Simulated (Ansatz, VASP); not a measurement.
Si: VASP beside Ansatz

Contents of INCAR:

```
SYSTEM = Si
ALGO = Normal
EDIFF = 1E-6
ENCUT = 520
GGA = PE
ISIF = 2
ISMEAR = 0
LASPH = .True.
LCHARG = .False.
LREAL = .False.
LWAVE = .False.
NBANDS = 16
NELM = 100
PREC = Accurate
SIGMA = 0.05
```

KPOINTS

```
k-points
0
Gamma
  12 12 6
  0 0 0
```

POSCAR

```
Si
1.0
    3.9202120069      0.0000000000      0.0000000000
   -1.9601060035      3.3950031862      0.0000000000
    0.0000000000      0.0000000000      6.1421881724
Si
4
Direct
    0.3333333333      0.6666666667      0.0535050491
    0.6666666667      0.3333333333      0.5535050491
    0.3333333333      0.6666666667      0.4464949509
    0.6666666667      0.3333333333      0.9464949509
```

Input for Ansatz:

```yaml
crystal:
  lattice:
    - [3.9202120069, 0.0, 0.0]
    - [-1.9601060035, 3.3950031862, 0.0]
    - [0.0, 0.0, 6.1421881724]
  atoms:
    - { symbol: Si, position: [0.3333333333, 0.6666666667, 0.0535050491] }
    - { symbol: Si, position: [0.6666666667, 0.3333333333, 0.5535050491] }
    - { symbol: Si, position: [0.3333333333, 0.6666666667, 0.4464949509] }
    - { symbol: Si, position: [0.6666666667, 0.3333333333, 0.9464949509] }
basis:
  ecutwfc: 420
kpoints:
  mp_grid: { grid: [12, 12, 6] }
hamiltonian:
  xc: pbe
  pseudopotentials: { kind: paw, azcp: { folder: soft_1 } }
scf:
  occupations: { method: gaussian, width: 0.05 }
output:
  forces: true
  stress: true
  eigenvalues: true
```

Alike in both runs: task single point; functional PBE; k mesh 12 × 12 × 6; occupations gaussian, width 0.05 eV; no spin polarisation.

```csv
,VASP,Ansatz
version,VASP 6.6.1,Ansatz 0.2.0
potentials or method,"VASP PAW PBE potentials, release 64 (Si), cutoff 520 eV","scalar-relativistic, plane waves, PAW"
valence electrons in the cell,16,16
```

VASP gave:

```
gap on the k mesh at the Fermi level (eV)                     : none
pressure (GPa)                                                : -0.1
traceless stress, the component that is largest in VASP (GPa) : 2.92
rms of the force components (eV/Å)                            : 0.470
```

What did Ansatz give for the same quantities?

gap on the k mesh at the Fermi level (eV): none; pressure (GPa): -0.1; traceless stress, the component that is largest in VASP (GPa): 2.88; rms of the force components (eV/Å): 0.469.

Atom by atom the forces differ by 0.000 eV/Å (rms over components). A gap of «none» marks a metal or a gap that the smearing closes. The functional is the same, so the differences come from potentials, cutoffs and numerics.
